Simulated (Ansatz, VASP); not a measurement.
**GaMo in VASP and in Ansatz**

```
Ga Mo
1.0
     2.72546    0.00000    0.00000
     0.00000    2.72546    0.00000
     0.00000    0.00000    4.14511
Ga Mo
1 1
Direct
  0.50000 0.50000 0.50000
  0.00000 0.00000 0.00000
```

Change from the starting cell: species swapped into the FeNi type (P4/mmm, No. 123).

Alike in both runs: functional PBE; k mesh 6 × 6 × 5; occupations gaussian, width 0.2 eV; no spin polarisation.

Ansatz relaxed the structure, and its values are those at the end. VASP's run is a single point on that final structure, the one shown.

```csv
,VASP,Ansatz
version,VASP 6.6.1,Ansatz 0.2.0
potentials or method,"VASP PAW PBE potentials, release 64 (Ga_d, Mo_sv), cutoff 520 eV","scalar-relativistic, plane waves, PAW"
valence electrons in the cell,27,27
```

```csv
,VASP,Ansatz,Ansatz less VASP
gap on the k mesh at the Fermi level (eV),none,none,-
pressure (GPa),0.3,-0.1,-0.40
```

A gap of «none» marks a metal or a gap that the smearing closes. With one functional, cell and mesh, what is left measures potentials, basis and numerics.

The k mesh is coarse, so the values compare programs but aren't converged.
